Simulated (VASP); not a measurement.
# Ge (Fd-3m) in VASP: further runs

Ge is run at these levels: LDA; tasks: single point.

Program: VASP 6.6.1. These are calculated values, not measurements. Logs are shortened: lines on timing, memory, paths and dates and some standing lists are left out, and cuts for length are marked.

### 1 The cell of the first run

The structure is cubic, space group Fd-3m (No. 227). The conventional cell has a = 5.630 Å, b = 5.630 Å, c = 5.630 Å, α = 90.00°, β = 90.00°, γ = 90.00°. Ge (site symmetry -43m) has 4 Ge at 2.44 Å within 3.2 Å.

### 2 Single point, LDA

INCAR reads:

```
  PREC = Accurate
  ENCUT = 520
  EDIFF = 1E-6
  ISMEAR = -1
  SIGMA = 0.3
  LREAL = False
  LASPH = True
  NELM = 100
  ALGO = Normal
  ISIF = 2
  LWAVE = False
  LCHARG = True
  GGA = CA
  LELF = True
  LVHAR = True
  NBANDS = 21
```

KPOINTS reads:

```
Automatic mesh
0
Gamma
  10 10 10
```

POSCAR reads:

```
Ge
1.0
    0.0000000000      2.8147752533      2.8147752533
    2.8147752533      0.0000000000      2.8147752533
    2.8147752533      2.8147752533      0.0000000000
Ge
2
Direct
    0.5000000000      0.5000000000      0.5000000000
    0.7500000000      0.7500000000      0.7500000000
```

Potentials or basis: VASP PAW LDA potentials, release 64 (Ge_d).

The run is started by

```console
> cat potpaw_LDA.64/Ge_d/POTCAR > POTCAR
> mpirun -np 1 vasp_std > vasp.out
```

OUTCAR:

```text
PREC = Accurate
   ENCUT = 520
   EDIFF = 1E-6
   ISMEAR = -1
   LREAL = False
   LASPH = True
   NELM = 100
   ISIF = 2
   GGA = CA

 ion  position               nearest neighbor table
   1  0.500  0.500  0.500-   2 2.44   2 2.44   2 2.44   2 2.44
   2  0.750  0.750  0.750-   1 2.44   1 2.44   1 2.44   1 2.44

  LATTYP: Found a face centered cubic cell.
 ALAT       =     5.6295505066

  Lattice vectors:

 A1 = (   0.0000000000,   2.8147752533,   2.8147752533)
 A2 = (   2.8147752533,   0.0000000000,   2.8147752533)
 A3 = (   2.8147752533,   2.8147752533,   0.0000000000)

Analysis of symmetry for initial positions (statically):
=====================================================================
 Subroutine PRICEL returns:
 Original cell was already a primitive cell.

 Routine SETGRP: Setting up the symmetry group for a
 face centered cubic supercell.

 Subroutine GETGRP returns: Found 48 space group operations
 (whereof 24 operations were pure point group operations)
 out of a pool of 48 trial point group operations.

The static configuration has the point symmetry T_d .
 The point group associated with its full space group is O_h .

Analysis of symmetry for dynamics (positions and initial velocities):
=====================================================================
 Subroutine PRICEL returns:
 Original cell was already a primitive cell.

 Routine SETGRP: Setting up the symmetry group for a
 face centered cubic supercell.

 Subroutine GETGRP returns: Found 48 space group operations
 (whereof 24 operations were pure point group operations)
 out of a pool of 48 trial point group operations.

The dynamic configuration has the point symmetry T_d .
 The point group associated with its full space group is O_h .

 Subroutine INISYM returns: Found 48 space group operations
 (whereof 24 operations are pure point group operations),
 and found     1 'primitive' translations

----------------------------------------------------------------------------------------

                                     Primitive cell

  volume of cell :      44.6027

  direct lattice vectors                    reciprocal lattice vectors
     0.000000000  2.814775253  2.814775253    -0.177634076  0.177634076  0.177634076
[... 80 lines left out ...]
   ISPIN  =      1    spin polarized calculation?
   LNONCOLLINEAR =      F non collinear calculations
   LSORBIT =      F    spin-orbit coupling
   LASPH  =      T    aspherical Exc in radial PAW
   ENCUT  =  520.0 eV  38.22 Ry    6.18 a.u.   7.40  7.40  7.40*2*pi/ulx,y,z
   NELM   =    100;   NELMIN=  2; NELMDL= -5     # of ELM steps
   EDIFF  = 0.1E-05   stopping-criterion for ELM
   LREAL  =      F    real-space projection
   EDIFFG = 0.1E-04   stopping-criterion for IOM
   NSW    =      0    number of steps for IOM
   IBRION =     -1    ionic relax: 0-MD 1-quasi-New 2-CG
   NFREE  =      0    steps in history (QN), initial steepest desc. (CG)
   ISIF   =      2    stress and relaxation
   ISYM   =      2    0-nonsym 1-usesym 2-fastsym
   POTIM  = 0.5000    time-step for ionic-motion
   TEBEG  =    0.0;   TEEND  =   0.0 temperature during run
   PSTRESS=    0.0 pullay stress
   NELECT =      28.0000    total number of electrons
   NUPDOWN=      -1.0000    fix difference up-down
   EMIN   =  10.00;   EMAX   =-10.00  energy-range for DOS
   EFERMI =   0.00;   METHOD = LEGACY
   ISMEAR =    -1;   SIGMA  =   0.30  broadening in eV -4-tet -1-fermi 0-gaus
   EFERMI_NEDOS =   21; number of points for ismear=-14 and -15
   IALGO  =     38    algorithm
   IMIX   =      4    mixing-type and parameters
     AMIX     =   0.40;   BMIX     =  1.00
     AMIX_MAG =   1.60;   BMIX_MAG =  1.00
  volume/ion in A,a.u.               =      22.30       150.50
  Fermi-wavevector in a.u.,A,eV,Ry     =   1.401760  2.648943 26.734526  1.964932
  Thomas-Fermi vector in A             =   2.524590
   LORBIT       =      0    0 simple, 1 ext, 2 COOP (PROOUT), +10 PAW based schemes
   GGA     = CA    functional components
   LHFCALC =     F    Hartree Fock is set to
   AEXX    =    0.0000 exact exchange contribution
   IVDW    =     0    specifies the selected vdW correction
   LEPSILON=     F    determine dielectric tensor
   LRPA    =     F    only Hartree local field effects (RPA)
 non-spin polarized calculation
  energy-cutoff  :      520.00
  volume of cell :       44.60
 maximum number of plane-waves:      1243
 NGX is ok and might be reduce to    30
   NGX = 15   NGY = 15   NGZ = 15

 number of electron      28.0000032 magnetization

 Free energy of the ion-electron system (eV)
  ---------------------------------------------------
  ext. energy  EPLUGINS =         0.00000000
  ---------------------------------------------------
  free energy    TOTEN  =       -10.41444531 eV

  energy without entropy =      -10.33674465  energy(sigma->0) =      -10.37559498

 E-fermi :   4.8810     XC(G=0): -10.3638

 val. band max:        4.8595230824   @ k =   0.0000   0.0000   0.0000
 cond. band min:       4.9755484245   @ k =   0.5000   0.0000   0.0000
 fundamental gap:      0.1160253421
 Fermi energy:         4.8810485788

 k-point     1 :       0.0000    0.0000    0.0000
  band No.  band energies     occupation
      1     -20.1032      2.00000
      2     -20.1032      2.00000
      3     -20.1032      2.00000
      4     -20.0651      2.00000
      5     -20.0651      2.00000
      6     -19.8463      2.00000
[... 565 lines left out ...]
     20      16.4637      0.00000
     21      16.7368      0.00000

 [... further k-points ...]

------------------------ aborting loop because EDIFF is reached ----------------------------------------

  FORCE on cell =-STRESS in cart. coord.  units (eV):
  Direction    XX          YY          ZZ          XY          YZ          ZX
  --------------------------------------------------------------------------------------
  -------------------------------------------------------------------------------------
  Total        0.0511245      0.0511245      0.0511245      0.0000000     -0.0000000     -0.0000000
  in kB        1.8364471      1.8364471      1.8364471      0.0000000     -0.0000000     -0.0000000
  external PRESSURE =       1.8364471 kB  Pullay stress =       0.0000000 kB

 VOLUME and BASIS-vectors are now :
 -----------------------------------------------------------------------------
  energy-cutoff  :      520.00
  volume of cell :       44.60
      direct lattice vectors                 reciprocal lattice vectors
     0.000000000  2.814775253  2.814775253    -0.177634076  0.177634076  0.177634076
     2.814775253  0.000000000  2.814775253     0.177634076 -0.177634076  0.177634076
     2.814775253  2.814775253  0.000000000     0.177634076  0.177634076 -0.177634076

 POSITION                                       TOTAL-FORCE (eV/Angst)
 -----------------------------------------------------------------------------------
      2.81478      2.81478      2.81478        -0.000000      0.000000     -0.000000
      4.22216      4.22216      4.22216         0.000000     -0.000000      0.000000
 -----------------------------------------------------------------------------------
    total drift:                                0.000000     -0.000000      0.000000

  FREE ENERGIE OF THE ION-ELECTRON SYSTEM (eV)
  ---------------------------------------------------
  free  energy   TOTEN  =       -10.4144453110 eV

  energy  without entropy=      -10.3367446523  energy(sigma->0) =      -10.37559498
```

Wall time 23 s (1 thread of Intel Xeon 6975P-C (Granite Rapids), shared host); peak memory 0.16 GiB.

Results:

| Quantity | Value |
| --- | --- |
| Free energy | -10.4144 eV |
| Pressure | 0.2 GPa |
| Band gap on the k mesh | zero (filled and empty bands touch) |

Levels at points of the mesh, in eV from the Fermi level:
```csv
k point,band 12,band 13,band 14,band 15,band 16,band 17
"(0.00, 0.00, 0.00)",-0.03,-0.02,-0.02,-0.02,2.52,2.52
"(0.50, 0.00, 0.00)",-7.72,-1.45,-1.45,0.09,3.71,3.71
"(0.50, 0.50, 0.00)",-9.00,-3.15,-3.15,0.63,0.63,9.52
```

Caveat: so wide a smearing shifts energies and pressures; semilocal functionals underestimate gaps, and a narrow one can read as zero.

### 3 Single point, LDA

INCAR reads:

```
SYSTEM = Ge
PREC = Accurate
ENCUT = 520
EDIFF = 1E-7
ISMEAR = -1
SIGMA = 0.6
LREAL = .FALSE.
LASPH = .TRUE.
NELM = 60
ALGO = Normal
ISIF = 2
LWAVE = .FALSE.
LCHARG = .FALSE.
GGA = CA
NBANDS = 21
```

KPOINTS reads:

```
regular mesh
0
G
  10 10 10
  0 0 0
```

POSCAR is that of step 2.

Potentials or basis: VASP PAW LDA potentials, release 64 (Ge_d).

The run is started by

```console
> cat potpaw_LDA.64/Ge_d/POTCAR > POTCAR
> mpirun -np 1 vasp_std > vasp.out
```

OUTCAR:

```text
SYSTEM = Ge
   PREC = Accurate
   ENCUT = 520
   EDIFF = 1E-7
   ISMEAR = -1
   LREAL = .FALSE.
   LASPH = .TRUE.
   NELM = 60
   ISIF = 2
   GGA = CA

 ion  position               nearest neighbor table
   1  0.500  0.500  0.500-   2 2.44   2 2.44   2 2.44   2 2.44
   2  0.750  0.750  0.750-   1 2.44   1 2.44   1 2.44   1 2.44

  LATTYP: Found a face centered cubic cell.
 ALAT       =     5.6295505066

  Lattice vectors:

 A1 = (   0.0000000000,   2.8147752533,   2.8147752533)
 A2 = (   2.8147752533,   0.0000000000,   2.8147752533)
 A3 = (   2.8147752533,   2.8147752533,   0.0000000000)

Analysis of symmetry for initial positions (statically):
=====================================================================
 Subroutine PRICEL returns:
 Original cell was already a primitive cell.

 Routine SETGRP: Setting up the symmetry group for a
 face centered cubic supercell.

 Subroutine GETGRP returns: Found 48 space group operations
 (whereof 24 operations were pure point group operations)
[... 161 lines left out ...]
  ---------------------------------------------------
  free energy    TOTEN  =       -10.60486688 eV

  energy without entropy =       -9.95781619  energy(sigma->0) =      -10.28134154

 E-fermi :   4.7974     XC(G=0): -10.3766

 val. band max:        4.5931337409   @ k =   0.1000   0.0000   0.0000
 cond. band min:       4.8219767014   @ k =   0.0000   0.0000   0.0000
 fundamental gap:      0.2288429605
 Fermi energy:         4.7973600241

 k-point     1 :       0.0000    0.0000    0.0000
  band No.  band energies     occupation
      1     -20.1370      2.00000
      2     -20.1370      2.00000
      3     -20.1370      2.00000
      4     -20.0982      2.00000
      5     -20.0982      2.00000
      6     -19.8797      2.00000
[... 565 lines left out ...]
     20      16.4451      0.00000
     21      16.7223      0.00000

 [... further k-points ...]

------------------------ aborting loop because EDIFF is reached ----------------------------------------

  FORCE on cell =-STRESS in cart. coord.  units (eV):
  Direction    XX          YY          ZZ          XY          YZ          ZX
  --------------------------------------------------------------------------------------
  -------------------------------------------------------------------------------------
  Total        0.4046265      0.4046265      0.4046265      0.0000000      0.0000000     -0.0000000
  in kB       14.5346236     14.5346236     14.5346236      0.0000000      0.0000000     -0.0000000
  external PRESSURE =      14.5346236 kB  Pullay stress =       0.0000000 kB

 VOLUME and BASIS-vectors are now :
 -----------------------------------------------------------------------------
  energy-cutoff  :      520.00
  volume of cell :       44.60
      direct lattice vectors                 reciprocal lattice vectors
     0.000000000  2.814775253  2.814775253    -0.177634076  0.177634076  0.177634076
     2.814775253  0.000000000  2.814775253     0.177634076 -0.177634076  0.177634076
     2.814775253  2.814775253  0.000000000     0.177634076  0.177634076 -0.177634076

 POSITION                                       TOTAL-FORCE (eV/Angst)
 -----------------------------------------------------------------------------------
      2.81478      2.81478      2.81478        -0.000000      0.000000     -0.000000
      4.22216      4.22216      4.22216         0.000000     -0.000000      0.000000
 -----------------------------------------------------------------------------------
    total drift:                                0.000000     -0.000000     -0.000000

  FREE ENERGIE OF THE ION-ELECTRON SYSTEM (eV)
  ---------------------------------------------------
  free  energy   TOTEN  =       -10.6048668802 eV

  energy  without entropy=       -9.9578161911  energy(sigma->0) =      -10.28134154
```

It took 21 s on 1 thread of Intel Xeon 6975P-C (Granite Rapids), shared host; peak memory 0.16 GiB.

What came out:

```yaml
Free_energy: -10.6049 eV
Pressure: 1.5 GPa
Band_gap_on_the_k_mesh: zero (filled and empty bands touch)
```

Caveat: so wide a smearing shifts energies and pressures; semilocal functionals underestimate gaps, and a narrow one can read as zero.

The gap in the log of VASP goes by the Fermi energy; the results here count the filled bands.